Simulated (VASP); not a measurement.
# KF (P2_1/m) in VASP: single point with r2SCAN

Aim: the single point of KF with r2SCAN.

Everything below comes from runs of VASP 6.6.1. Logs are shortened: lines on timing, memory, paths and dates and some standing lists are left out, and cuts for length are marked.

**1. The cell of the first run**

It takes space group P2_1/m (No. 11, monoclinic). The conventional cell has a = 4.408 Å, b = 5.271 Å, c = 4.486 Å, α = 90.00°, β = 118.27°, γ = 90.00°. Within 3.4 Å of K (site symmetry m) lie 5 F at 2.59 to 2.64 Å. Within 3.4 Å of F (site symmetry m) lie 5 K at 2.59 to 2.64 Å.

**2. Single point, r2SCAN (shear xy strain +4.0%)**

File POSCAR:

```
KF
1.0
    4.4850022171      0.0897000443      0.0000000000
   -2.1648185914      3.8392758339      0.0000000000
    0.0000000000      0.0000000000      5.2712956397
K F
2 2
Direct
    0.3274754743      0.6669933295     -0.0625000000
    0.6725245257      0.3330066705      0.4375000000
    0.3282751468      0.6668491233      0.4375000000
    0.6717248532      0.3331508767      0.9375000000
```

File INCAR.step1:

```
SYSTEM = KF
  ALGO = Normal
  EDIFF = 1E-4
  ENCUT = 520
  GGA = PE
  ISMEAR = 0
  LASPH = .TRUE.
  LCHARG = .FALSE.
  LREAL = .FALSE.
  LWAVE = .TRUE.
  NBANDS = 24
  NELM = 100
  PREC = Accurate
  SIGMA = 0.01
```

File INCAR.step2:

```
SYSTEM = KF
  ALGO = Normal
  EDIFF = 1E-6
  ENCUT = 520
  ISIF = 2
  ISMEAR = 0
  ISTART = 1
  LASPH = .TRUE.
  LCHARG = .FALSE.
  LMIXTAU = .TRUE.
  LREAL = .FALSE.
  LWAVE = .FALSE.
  METAGGA = R2SCAN
  NBANDS = 24
  NELM = 100
  PREC = Accurate
  SIGMA = 0.01
```

File KPOINTS:

```
k-points
0
G
  6 6 6
  0 0 0
```

Potentials or basis: VASP PAW PBE potentials, release 64 (K_sv, F).

Launch:

```
> cat potpaw_PBE.64/K_sv/POTCAR potpaw_PBE.64/F/POTCAR > POTCAR
> cp INCAR.step1 INCAR
> mpirun -np 1 vasp_std > vasp.out
> cp INCAR.step2 INCAR
> mpirun -np 1 vasp_std > vasp.out
```

OUTCAR:

```text
SYSTEM = KF
   EDIFF = 1E-6
   ENCUT = 520
   ISIF = 2
   ISMEAR = 0
   ISTART = 1
   LASPH = .TRUE.
   LREAL = .FALSE.
   METAGGA = R2SCAN
   NELM = 100
   PREC = Accurate

 ion  position               nearest neighbor table
   1  0.327  0.667  0.938-   4 2.59   4 2.59   4 2.59   3 2.64   3 2.64   2 3.69   2 3.69   2 3.70
                             2 3.70   2 3.70   2 3.70
   2  0.673  0.333  0.438-   3 2.59   3 2.59   3 2.59   4 2.64   4 2.64   1 3.69   1 3.69   1 3.70
                             1 3.70   1 3.70   1 3.70
   3  0.328  0.667  0.438-   2 2.59   2 2.59   2 2.59   1 2.64   1 2.64
   4  0.672  0.333  0.938-   1 2.59   1 2.59   1 2.59   2 2.64   2 2.64

  Warning from LATTYP: Monoclinic adjustment (A1->A3, A2->A1, A3->A2)!
  LATTYP: Found a simple monoclinic cell.
 ALAT       =     4.4075478968
 B/A-ratio  =     1.1959701320
 C/A-ratio  =     1.0177766034
 COS(beta)  =    -0.4736455830

  Lattice vectors:

 A1 = (  -2.1648185914,   3.8392758339,   0.0000000000)
 A2 = (   0.0000000000,   0.0000000000,   5.2712956397)
 A3 = (   4.4850022171,   0.0897000443,   0.0000000000)

Analysis of symmetry for initial positions (statically):
=====================================================================
 Subroutine PRICEL returns:
 Original cell was already a primitive cell.

 Routine SETGRP: Setting up the symmetry group for a
 simple monoclinic supercell.

 Subroutine GETGRP returns: Found  4 space group operations
 (whereof  1 operations were pure point group operations)
 out of a pool of  4 trial point group operations.

The static configuration has the point symmetry C_1 .
 The point group associated with its full space group is C_2h.

Analysis of symmetry for dynamics (positions and initial velocities):
=====================================================================
 Subroutine PRICEL returns:
 Original cell was already a primitive cell.

 Routine SETGRP: Setting up the symmetry group for a
 simple monoclinic supercell.

 Subroutine GETGRP returns: Found  4 space group operations
 (whereof  1 operations were pure point group operations)
 out of a pool of  4 trial point group operations.

The dynamic configuration has the point symmetry C_1 .
 The point group associated with its full space group is C_2h.

 Subroutine INISYM returns: Found  4 space group operations
 (whereof  1 operations are pure point group operations),
 and found     1 'primitive' translations

----------------------------------------------------------------------------------------

                                     Primitive cell

  volume of cell :      91.7909

  direct lattice vectors                    reciprocal lattice vectors
     4.485002217  0.089700044  0.000000000     0.220478940  0.124319515  0.000000000
    -2.164818591  3.839275834  0.000000000    -0.005151224  0.257561211  0.000000000
     0.000000000  0.000000000  5.271295640     0.000000000  0.000000000  0.189706681

  length of vectors
     4.485899128  4.407547897  5.271295640     0.253113225  0.257612718  0.189706681

  position of ions in fractional coordinates (direct lattice)
     0.327475474  0.666993330  0.937500000
     0.672524526  0.333006670  0.437500000
     0.328275147  0.666849123  0.437500000
     0.671724853  0.333150877  0.937500000

  ion indices of the primitive-cell ions
   primitive index   ion index
                 1           1
                 2           2
                 3           3
                 4           4

----------------------------------------------------------------------------------------

 KPOINTS: k-points

Automatic generation of k-mesh.
 Grid dimensions read from file:
 generate k-points for:    6    6    6

 Generating k-lattice:

  Cartesian coordinates                     Fractional coordinates (reciprocal lattice)
     0.036746490  0.020719919  0.000000000     0.166666667  0.000000000  0.000000000
    -0.000858537  0.042926869  0.000000000     0.000000000  0.166666667  0.000000000
     0.000000000  0.000000000  0.031617780     0.000000000  0.000000000  0.166666667

  Length of vectors
     0.042185537  0.042935453  0.031617780

  Shift w.r.t. Gamma in fractional coordinates (k-lattice)
     0.000000000  0.000000000  0.000000000

 Subroutine IBZKPT returns following result:
 ===========================================

 Found     80 irreducible k-points:

 Following reciprocal coordinates:
            Coordinates               Weight
  0.000000  0.000000  0.000000      1.000000
  0.166667  0.000000  0.000000      2.000000
  0.333333  0.000000  0.000000      2.000000
  0.500000  0.000000  0.000000      1.000000
  0.000000  0.166667  0.000000      2.000000
  0.166667  0.166667  0.000000      2.000000
[... 16 lines left out ...]
  0.333333  0.000000  0.166667      4.000000
  0.500000  0.000000  0.166667      2.000000
 [... further k-points ...]
   k-points           NKPTS =     80   k-points in BZ     NKDIM =     80   number of bands    NBANDS=     24
   number of dos      NEDOS =    301   number of ions     NIONS =      4
   total plane-waves  NPLWV =  51840
   dimension x,y,z NGX =    36 NGY =   36 NGZ =   40
   dimension x,y,z NGXF=    72 NGYF=   72 NGZF=   80
   ions per type =               2   2
   NGX,Y,Z   is equivalent  to a cutoff of  13.34, 13.58, 12.62 a.u.
   NGXF,Y,Z  is equivalent  to a cutoff of  26.68, 27.16, 25.23 a.u.
 SYSTEM =  KF
   PREC   = accura    normal or accurate (medium, high low for compatibility)
   ISTART =      1    job   : 0-new  1-cont  2-samecut
   ICHARG =      0    charge: 1-file 2-atom 10-const
   ISPIN  =      1    spin polarized calculation?
   LNONCOLLINEAR =      F non collinear calculations
   LSORBIT =      F    spin-orbit coupling
   LASPH  =      T    aspherical Exc in radial PAW
   ENCUT  =  520.0 eV  38.22 Ry    6.18 a.u.   8.34  8.20  9.80*2*pi/ulx,y,z
   NELM   =    100;   NELMIN=  2; NELMDL=  0     # of ELM steps
   EDIFF  = 0.1E-05   stopping-criterion for ELM
   LREAL  =      F    real-space projection
   EDIFFG = 0.1E-04   stopping-criterion for IOM
   NSW    =      0    number of steps for IOM
   IBRION =     -1    ionic relax: 0-MD 1-quasi-New 2-CG
   NFREE  =      0    steps in history (QN), initial steepest desc. (CG)
   ISIF   =      2    stress and relaxation
   ISYM   =      2    0-nonsym 1-usesym 2-fastsym
   POTIM  = 0.5000    time-step for ionic-motion
   TEBEG  =    0.0;   TEEND  =   0.0 temperature during run
   PSTRESS=    0.0 pullay stress
   NELECT =      32.0000    total number of electrons
   NUPDOWN=      -1.0000    fix difference up-down
   EMIN   =  10.00;   EMAX   =-10.00  energy-range for DOS
   EFERMI =   0.00;   METHOD = LEGACY
   ISMEAR =     0;   SIGMA  =   0.01  broadening in eV -4-tet -1-fermi 0-gaus
   EFERMI_NEDOS =   21; number of points for ismear=-14 and -15
   IALGO  =     38    algorithm
   IMIX   =      4    mixing-type and parameters
     AMIX     =   0.40;   BMIX     =  1.00
     AMIX_MAG =   1.60;   BMIX_MAG =  1.00
  volume/ion in A,a.u.               =      22.95       154.86
  Fermi-wavevector in a.u.,A,eV,Ry     =   1.152192  2.177328 18.062374  1.327547
  Thomas-Fermi vector in A             =   2.288845
   LORBIT       =      0    0 simple, 1 ext, 2 COOP (PROOUT), +10 PAW based schemes
   METAGGA = R2SCAN    functional components
   LHFCALC =     F    Hartree Fock is set to
   AEXX    =    0.0000 exact exchange contribution
   IVDW    =     0    specifies the selected vdW correction
   LEPSILON=     F    determine dielectric tensor
   LRPA    =     F    only Hartree local field effects (RPA)
 non-spin polarized calculation
 Gauss-broadening in eV      SIGMA  =   0.01
  energy-cutoff  :      520.00
  volume of cell :       91.79
 maximum number of plane-waves:      2496
 NGX is ok and might be reduce to    36
   NGX = 17   NGY = 17   NGZ = 19

 number of electron      31.9999993 magnetization

 Free energy of the ion-electron system (eV)
  ---------------------------------------------------
  ext. energy  EPLUGINS =         0.00000000
  ---------------------------------------------------
  free energy    TOTEN  =       -29.69994449 eV

  energy without entropy =      -29.69994449  energy(sigma->0) =      -29.69994449

 E-fermi :  -3.7740     XC(G=0):  -7.7905

 val. band max:       -3.8321094102   @ k =   0.0000   0.0000   0.0000
 cond. band min:       2.1215205259   @ k =   0.0000   0.0000   0.0000
 fundamental gap:      5.9536299361
 Fermi energy:        -3.7739701570

 k-point     1 :       0.0000    0.0000    0.0000
  band No.  band energies     occupation
      1     -31.0350      2.00000
      2     -30.9220      2.00000
      3     -23.6604      2.00000
      4     -23.6329      2.00000
      5     -14.0287      2.00000
      6     -13.8222      2.00000
[... 16 lines left out ...]
     23       8.2376      0.00000
     24       9.0178      0.00000

 k-point     2 :       0.1667    0.0000    0.0000
  band No.  band energies     occupation
      1     -31.0247      2.00000
      2     -30.9249      2.00000
      3     -23.6720      2.00000
      4     -23.6474      2.00000
      5     -13.9968      2.00000
      6     -13.8337      2.00000
[... 16 lines left out ...]
     23       8.3169      0.00000
     24       9.1508      0.00000

 k-point     3 :       0.3333    0.0000    0.0000
  band No.  band energies     occupation
      1     -31.0001      2.00000
      2     -30.9347      2.00000
      3     -23.6941      2.00000
      4     -23.6776      2.00000
      5     -13.9154      2.00000
      6     -13.8709      2.00000
[... 16 lines left out ...]
     23       8.4252      0.00000
     24       8.5727      0.00000
[... 514 lines left out ...]
 k-point    23 :       0.3333    0.0000    0.1667
  band No.  band energies     occupation
      1     -30.9948      2.00000
      2     -30.9382      2.00000
      3     -23.7002      2.00000
      4     -23.6857      2.00000
      5     -13.8725      2.00000
      6     -13.8552      2.00000
[... 16 lines left out ...]
     23       8.6402      0.00000
     24       8.7452      0.00000

 k-point    24 :       0.5000    0.0000    0.1667
  band No.  band energies     occupation
      1     -30.9790      2.00000
      2     -30.9465      2.00000
      3     -23.7103      2.00000
      4     -23.7019      2.00000
      5     -13.8715      2.00000
      6     -13.8246      2.00000
[... 16 lines left out ...]
     23       8.4344      0.00000
     24       8.7907      0.00000

 [... further k-points ...]

------------------------ aborting loop because EDIFF is reached ----------------------------------------

  FORCE on cell =-STRESS in cart. coord.  units (eV):
  Direction    XX          YY          ZZ          XY          YZ          ZX
  --------------------------------------------------------------------------------------
  -------------------------------------------------------------------------------------
  Total       -0.0254176     -0.0120448      0.0092846     -0.0407593      0.0000000      0.0000000
  in kB       -0.4436546     -0.2102372      0.1620602     -0.7114394      0.0000000      0.0000000
  external PRESSURE =      -0.1639439 kB  Pullay stress =       0.0000000 kB

 VOLUME and BASIS-vectors are now :
 -----------------------------------------------------------------------------
  energy-cutoff  :      520.00
  volume of cell :       91.79
      direct lattice vectors                 reciprocal lattice vectors
     4.485002217  0.089700044  0.000000000     0.220478940  0.124319515  0.000000000
    -2.164818591  3.839275834  0.000000000    -0.005151224  0.257561211  0.000000000
     0.000000000  0.000000000  5.271295640     0.000000000  0.000000000  0.189706681

 POSITION                                       TOTAL-FORCE (eV/Angst)
 -----------------------------------------------------------------------------------
      0.02481      2.59015      4.94184         0.000093      0.000059     -0.000000
      2.29537      1.33883      2.30619        -0.000093     -0.000059      0.000000
      0.02871      2.58966      2.30619         0.002445      0.000561      0.000000
      2.29148      1.33931      4.94184        -0.002445     -0.000561      0.000000
 -----------------------------------------------------------------------------------
    total drift:                                0.000000     -0.000000      0.000000

  FREE ENERGIE OF THE ION-ELECTRON SYSTEM (eV)
  ---------------------------------------------------
  free  energy   TOTEN  =       -29.6999444886 eV

  energy  without entropy=      -29.6999444886  energy(sigma->0) =      -29.69994449
```

It took 14 min on 1 thread of AMD EPYC 7R43 (Zen 3), shared host; peak memory 0.29 GiB.

What came out:

| Item | Value |
| --- | --- |
| Free energy | -29.6999 eV |
| Pressure | 0.0 GPa |
| Band gap on the k mesh | 5.95 eV |

Forces on the atoms (eV/Å):
```
K    0.000  0.000  0.000
K    0.000  0.000  0.000
F    0.002  0.001  0.000
F   -0.002 -0.001  0.000
```

Stress tensor (GPa, compression positive):
```
-0.04 -0.07  0.00
-0.07 -0.02  0.00
 0.00  0.00  0.02
```

Caveat: the cell differs from its parent crystal (shear xy strain +4.0%); the PAW data sets were made with another functional, which shifts forces and pressure a little. A k mesh can miss the band edges.
